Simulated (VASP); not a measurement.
Wanted: the native input for a VASP 6.6.1 run.

```yaml
Task: relaxation of cell and atoms
Functional: PBE
Potentials_or_basis: VASP PAW PBE potentials, release 64 (Hg_sv_GW)
Cutoff: 500 eV
k_mesh: 6 × 6 × 4
Occupations: gaussian, width 0.1 eV
Spin: no spin polarisation
Dipole_correction: no
Further_INCAR_settings: ALGO = Normal; EDIFF = 1e-07; IBRION = 2; EDIFFG = -0.04; NSW = 90; ISIF = 3
```

The structure of Hg lies in POSCAR:

```
Hg
1.0
    4.6150545443      0.0000000000      0.0000000000
   -2.3075272722      3.9967544752      0.0000000000
    0.0000000000      0.0000000000      5.2447971963
Hg
3
Direct
    0.2170000000      0.0000000000      0.1666666667
    0.0000000000      0.2170000000      0.8333333333
    0.7830000000      0.7830000000      0.5000000000
```

The input as run:

INCAR

```
SYSTEM = Hg
PREC = Accurate ; ENCUT = 500
EDIFF = 1E-7 ; ISMEAR = 0
SIGMA = 0.1 ; LREAL = .False.
LASPH = .True. ; NELM = 120
ALGO = Normal ; ISIF = 3
LWAVE = .False. ; LCHARG = .False.
GGA = PE ; IBRION = 2
NSW = 90 ; EDIFFG = -0.04
GGA_COMPAT = .False. ; NELMIN = 4
```

KPOINTS

```
regular mesh
0
Gamma
  6 6 4
  0 0 0
```

Potentials or basis: VASP PAW PBE potentials, release 64 (Hg_sv_GW).

Command:

```sh
$ cat potpaw_PBE.64/Hg_sv_GW/POTCAR > POTCAR
$ mpirun -np 1 vasp_std > vasp.out
```

It gave:

```yaml
Relaxed_volume: 28.30 Å³/atom
Relaxed_cell: a = 4.330 Å, b = 4.330 Å, c = 5.229 Å, α = 90.00°, β = 90.00°, γ = 120.00°
Space_group_after_relaxing_to_0.1_Å: Pm-3m (No. 221)
Energy_gained_by_relaxing: 722.6 meV/atom
Ionic_steps: 21
Pressure_after_relaxing: 0.0 GPa
Band_gap_on_the_k_mesh: zero (bands 30 and 31 overlap by 5.68 eV)
```

Caveat: spin-orbit coupling is left out, which moves the levels of the heavy elements.

Run time: 28 min on 1 thread of Intel(R) Xeon(R) Platinum 8259CL CPU @ 2.50GHz (Skylake/Cascade Lake), with other jobs on the host, peak memory 0.28 GiB.
